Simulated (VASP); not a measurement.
# NiO (Fm-3m) in VASP: a series of runs

The runs below take NiO through single point, with LDA+U.

Program: VASP 6.6.1. These are calculated values, not measurements. Logs are shortened: lines on timing, memory, paths and dates and some standing lists are left out, and cuts for length are marked.

### Step 1. The cell of the first run

Symmetry: Fm-3m, No. 225, cubic system. The conventional cell has a = 4.183 Å, b = 4.183 Å, c = 4.183 Å, α = 90.00°, β = 90.00°, γ = 90.00°. Within 2.8 Å of Ni (site symmetry m-3m) lie 6 O at 2.09 Å. O (site symmetry m-3m) has 6 Ni at 2.09 Å within 2.8 Å.

### Step 2. Single point, LDA+U, collinear spin, ferromagnetic start

INCAR reads:

```
PREC = Accurate ; ENCUT = 520
EDIFF = 1E-7 ; ISMEAR = 0
SIGMA = 0.05 ; LREAL = False
LASPH = True ; NELM = 150
ALGO = Normal ; ISIF = 2
LWAVE = False ; LCHARG = False
ISPIN = 2 ; MAGMOM = 1.69 0.24
LORBIT = 11 ; LMAXMIX = 4
LDAU = True ; LDAUTYPE = 1
LDAUL = 2 -1 ; LDAUU = 6 0
LDAUJ = 0.9 0 ; LDAUPRINT = 1
GGA = CA ; NBANDS = 19
```

KPOINTS reads:

```
regular mesh
0
Gamma
  8 8 8
```

POSCAR reads:

```
NiO
1.0
    0.0000000000      2.0913095100      2.0913095100
    2.0913095100      0.0000000000      2.0913095100
    2.0913095100      2.0913095100      0.0000000000
Ni O
1 1
Direct
    0.0000000000      0.0000000000      0.0000000000
    0.5000000000      0.5000000000      0.5000000000
```

Potentials or basis: VASP PAW LDA potentials, release 64 (Ni, O).

On the command line:

```bash
cat potpaw_LDA.64/Ni/POTCAR potpaw_LDA.64/O/POTCAR > POTCAR
mpirun -np 1 vasp_std > vasp.out
```

OUTCAR:

```text
PREC = Accurate
   ENCUT = 520
   EDIFF = 1E-7
   ISMEAR = 0
   LREAL = False
   LASPH = True
   NELM = 150
   ISIF = 2
   ISPIN = 2
   LORBIT = 11
   GGA = CA

 ion  position               nearest neighbor table
   1  0.000  0.000  0.000-   2 2.09   2 2.09   2 2.09   2 2.09   2 2.09   2 2.09
   2  0.500  0.500  0.500-   1 2.09   1 2.09   1 2.09   1 2.09   1 2.09   1 2.09

  LATTYP: Found a face centered cubic cell.
 ALAT       =     4.1826190200

  Lattice vectors:

 A1 = (   0.0000000000,   2.0913095100,   2.0913095100)
 A2 = (   2.0913095100,   0.0000000000,   2.0913095100)
 A3 = (   2.0913095100,   2.0913095100,   0.0000000000)

Analysis of symmetry for initial positions (statically):
=====================================================================
 Subroutine PRICEL returns:
 Original cell was already a primitive cell.

 Routine SETGRP: Setting up the symmetry group for a
 face centered cubic supercell.

 Subroutine GETGRP returns: Found 48 space group operations
 (whereof 48 operations were pure point group operations)
 out of a pool of 48 trial point group operations.

The static configuration has the point symmetry O_h .

Analysis of symmetry for dynamics (positions and initial velocities):
=====================================================================
 Subroutine PRICEL returns:
 Original cell was already a primitive cell.

 Routine SETGRP: Setting up the symmetry group for a
 face centered cubic supercell.

 Subroutine GETGRP returns: Found 48 space group operations
 (whereof 48 operations were pure point group operations)
 out of a pool of 48 trial point group operations.

The dynamic configuration has the point symmetry O_h .

Analysis of structural, dynamic, and magnetic symmetry:
=====================================================================
 Subroutine PRICEL returns:
 Original cell was already a primitive cell.

 Routine SETGRP: Setting up the symmetry group for a
 face centered cubic supercell.

 Subroutine GETGRP returns: Found 48 space group operations
 (whereof 48 operations were pure point group operations)
 out of a pool of 48 trial point group operations.

The overall configuration has the point symmetry O_h .

 Subroutine INISYM returns: Found 48 space group operations
 (whereof 48 operations are pure point group operations),
 and found     1 'primitive' translations

----------------------------------------------------------------------------------------

                                     Primitive cell

  volume of cell :      18.2930

  direct lattice vectors                    reciprocal lattice vectors
     0.000000000  2.091309510  2.091309510    -0.239084649  0.239084649  0.239084649
     2.091309510  0.000000000  2.091309510     0.239084649 -0.239084649  0.239084649
     2.091309510  2.091309510  0.000000000     0.239084649  0.239084649 -0.239084649

  length of vectors
     2.957558272  2.957558272  2.957558272     0.414106759  0.414106759  0.414106759

  position of ions in fractional coordinates (direct lattice)
     0.000000000  0.000000000  0.000000000
     0.500000000  0.500000000  0.500000000

  ion indices of the primitive-cell ions
   primitive index   ion index
                 1           1
                 2           2

----------------------------------------------------------------------------------------

 KPOINTS: regular mesh

Automatic generation of k-mesh.
 Grid dimensions read from file:
 generate k-points for:    8    8    8

 Generating k-lattice:

  Cartesian coordinates                     Fractional coordinates (reciprocal lattice)
    -0.029885581  0.029885581  0.029885581     0.125000000  0.000000000  0.000000000
[... 57 lines left out ...]
   ENCUT  =  520.0 eV  38.22 Ry    6.18 a.u.   5.50  5.50  5.50*2*pi/ulx,y,z
   NELM   =    150;   NELMIN=  2; NELMDL= -5     # of ELM steps
   EDIFF  = 0.1E-06   stopping-criterion for ELM
   LREAL  =      F    real-space projection
   EDIFFG = 0.1E-05   stopping-criterion for IOM
   NSW    =      0    number of steps for IOM
   IBRION =     -1    ionic relax: 0-MD 1-quasi-New 2-CG
   NFREE  =      0    steps in history (QN), initial steepest desc. (CG)
   ISIF   =      2    stress and relaxation
   ISYM   =      2    0-nonsym 1-usesym 2-fastsym
   POTIM  = 0.5000    time-step for ionic-motion
   TEBEG  =    0.0;   TEEND  =   0.0 temperature during run
   PSTRESS=    0.0 pullay stress
   NELECT =      16.0000    total number of electrons
   NUPDOWN=      -1.0000    fix difference up-down
   EMIN   =  10.00;   EMAX   =-10.00  energy-range for DOS
   EFERMI =   0.00;   METHOD = LEGACY
   ISMEAR =     0;   SIGMA  =   0.05  broadening in eV -4-tet -1-fermi 0-gaus
   EFERMI_NEDOS =   21; number of points for ismear=-14 and -15
   IALGO  =     38    algorithm
   IMIX   =      4    mixing-type and parameters
     AMIX     =   0.40;   BMIX     =  1.00
     AMIX_MAG =   1.60;   BMIX_MAG =  1.00
  volume/ion in A,a.u.               =       9.15        61.72
  Fermi-wavevector in a.u.,A,eV,Ry     =   1.565621  2.958594 33.350161  2.451168
  Thomas-Fermi vector in A             =   2.668070
   LORBIT       =     11    0 simple, 1 ext, 2 COOP (PROOUT), +10 PAW based schemes
 LDA+U is selected, type is set to LDAUTYPE =  1
   angular momentum for each species LDAUL =     2   -1
   U (eV)           for each species LDAUU =   6.0  0.0
   J (eV)           for each species LDAUJ =   0.9  0.0
   GGA     = CA    functional components
   LHFCALC =     F    Hartree Fock is set to
   AEXX    =    0.0000 exact exchange contribution
   IVDW    =     0    specifies the selected vdW correction
   LEPSILON=     F    determine dielectric tensor
   LRPA    =     F    only Hartree local field effects (RPA)
 spin polarized calculation
 Gauss-broadening in eV      SIGMA  =   0.05
  energy-cutoff  :      520.00
  volume of cell :       18.29
 maximum number of plane-waves:       531
 NGX is ok and might be reduce to    24
   NGX = 11   NGY = 11   NGZ = 11

atom =   1  type =  1  l = 2

 onsite density matrix

spin component  1

  0.9781 -0.0000 -0.0000  0.0000  0.0000
 -0.0000  0.9781  0.0000  0.0000  0.0000
 -0.0000  0.0000  1.0358  0.0000 -0.0000
  0.0000  0.0000  0.0000  0.9781 -0.0000
  0.0000  0.0000 -0.0000 -0.0000  1.0358

spin component  2

  0.9794 -0.0000 -0.0000  0.0000  0.0000
 -0.0000  0.9794 -0.0000  0.0000 -0.0000
 -0.0000 -0.0000  0.1609  0.0000 -0.0000
  0.0000  0.0000  0.0000  0.9794 -0.0000
  0.0000 -0.0000 -0.0000 -0.0000  0.1609

 occupancies and eigenvectors

  o =  0.1609  v =  0.0000  0.0000  0.0000  0.0000  0.0000  0.0000  0.0000  0.9999 -0.0000 -0.0173      0.0000  0.0000  0.0000  0.0000  0.0000  0.0000  0.0000  0.0000  0.0000  0.0000
  o =  0.1609  v =  0.0000  0.0000  0.0000  0.0000  0.0000  0.0000  0.0000  0.0173 -0.0000  0.9999      0.0000  0.0000  0.0000  0.0000  0.0000  0.0000  0.0000  0.0000  0.0000  0.0000
  o =  0.9781  v =  0.0000 -0.4538  0.0000 -0.8911 -0.0000  0.0000  0.0000  0.0000  0.0000  0.0000      0.0000  0.0000  0.0000  0.0000  0.0000  0.0000  0.0000  0.0000  0.0000  0.0000
  o =  0.9781  v =  0.0000  0.8911  0.0000 -0.4538  0.0000  0.0000  0.0000  0.0000  0.0000  0.0000      0.0000  0.0000  0.0000  0.0000  0.0000  0.0000  0.0000  0.0000  0.0000  0.0000
  o =  0.9781  v =  1.0000  0.0000  0.0000  0.0000  0.0000  0.0000  0.0000  0.0000  0.0000  0.0000      0.0000  0.0000  0.0000  0.0000  0.0000  0.0000  0.0000  0.0000  0.0000  0.0000
  o =  0.9794  v =  0.0000  0.0000  0.0000  0.0000  0.0000  0.0000  0.4605 -0.0000 -0.8876 -0.0000      0.0000  0.0000  0.0000  0.0000  0.0000  0.0000  0.0000  0.0000  0.0000  0.0000
  o =  0.9794  v =  0.0000  0.0000  0.0000  0.0000  0.0000  0.0000  0.8876 -0.0000  0.4605 -0.0000      0.0000  0.0000  0.0000  0.0000  0.0000  0.0000  0.0000  0.0000  0.0000  0.0000
  o =  0.9794  v =  0.0000  0.0000  0.0000  0.0000  0.0000  1.0000  0.0000  0.0000  0.0000  0.0000      0.0000  0.0000  0.0000  0.0000  0.0000  0.0000  0.0000  0.0000  0.0000  0.0000
  o =  1.0358  v =  0.0000  0.0000 -0.5538 -0.0000 -0.8327  0.0000  0.0000  0.0000  0.0000  0.0000      0.0000  0.0000  0.0000  0.0000  0.0000  0.0000  0.0000  0.0000  0.0000  0.0000
  o =  1.0358  v =  0.0000  0.0000 -0.8327 -0.0000  0.5538  0.0000  0.0000  0.0000  0.0000  0.0000      0.0000  0.0000  0.0000  0.0000  0.0000  0.0000  0.0000  0.0000  0.0000  0.0000

 number of electron      16.0000005 magnetization       2.0000009

 Free energy of the ion-electron system (eV)
  ---------------------------------------------------
  ext. energy  EPLUGINS =         0.00000000
  ---------------------------------------------------
  free energy    TOTEN  =       -12.12536777 eV

  energy without entropy =      -12.12536777  energy(sigma->0) =      -12.12536777

 E-fermi :   6.9071     XC(G=0): -13.1304

 val. band max:        6.5427233770   @ k =   0.5000   0.0000   0.0000
 cond. band min:       8.2564628879   @ k =   0.0000   0.0000   0.0000
 fundamental gap:      1.7137395109
 Fermi energy:         6.9071353279

 spin component 1

 k-point     1 :       0.0000    0.0000    0.0000
  band No.  band energies     occupation
      1     -12.2286      1.00000
      2       0.7668      1.00000
      3       0.7668      1.00000
      4       2.2574      1.00000
      5       2.2574      1.00000
      6       2.2574      1.00000
[... 1049 lines left out ...]
     18      38.4521      0.00000
     19      39.5129      0.00000

 [... further k-points ...]
[... 5 lines left out ...]
  --------------------------------------------------------------------------------------
  -------------------------------------------------------------------------------------
  Total       -1.7791945     -1.7791945     -1.7791945      0.0000000      0.0000000     -0.0000000
  in kB     -155.8292809   -155.8292809   -155.8292809      0.0000000      0.0000000     -0.0000000
  external PRESSURE =    -155.8292809 kB  Pullay stress =       0.0000000 kB

 VOLUME and BASIS-vectors are now :
 -----------------------------------------------------------------------------
  energy-cutoff  :      520.00
  volume of cell :       18.29
      direct lattice vectors                 reciprocal lattice vectors
     0.000000000  2.091309510  2.091309510    -0.239084649  0.239084649  0.239084649
     2.091309510  0.000000000  2.091309510     0.239084649 -0.239084649  0.239084649
     2.091309510  2.091309510  0.000000000     0.239084649  0.239084649 -0.239084649

 POSITION                                       TOTAL-FORCE (eV/Angst)
 -----------------------------------------------------------------------------------
      0.00000      0.00000      0.00000         0.000000      0.000000      0.000000
      2.09131      2.09131      2.09131        -0.000000     -0.000000     -0.000000
 -----------------------------------------------------------------------------------
    total drift:                                0.000000     -0.000000     -0.000000

  FREE ENERGIE OF THE ION-ELECTRON SYSTEM (eV)
  ---------------------------------------------------
  free  energy   TOTEN  =       -12.1253677699 eV

  energy  without entropy=      -12.1253677699  energy(sigma->0) =      -12.12536777

 total charge

# of ion       s       p       d       tot
------------------------------------------
    1        0.349   0.428   8.238   9.015
    2        1.534   3.447   0.000   4.981
--------------------------------------------------
tot          1.883   3.875   8.238  13.996

 magnetization (x)

# of ion       s       p       d       tot
------------------------------------------
    1        0.010   0.014   1.743   1.767
    2        0.020   0.190   0.000   0.210
--------------------------------------------------
tot          0.030   0.204   1.743   1.977
```

It took 13 s on 1 thread of Intel Xeon 6975P-C, shared host; peak memory 0.14 GiB.

What came out:

```yaml
Free_energy: -12.1254 eV
Pressure: -15.6 GPa
Band_gap_on_the_k_mesh: 1.71 eV, indirect (least direct gap 2.63 eV)
Net_moment: 2.00 μB per cell
Site_moments: Ni +1.77; O +0.21 μB
Valence_electrons_inside_the_program's_atomic_spheres: Ni 9.02; O 4.98
```

Eigenvalues of the final occupation matrices:
```tsv
site	spin	trace	eigenvalues
site 1 d	1	5.01	0.98 0.98 0.98 1.04 1.04
site 1 d	2	3.26	0.16 0.16 0.98 0.98 0.98
```

Caveat: a cell with one magnetic atom can't hold antiferromagnetic order, which such compounds often take.

(Continued in part 2 of 2.)
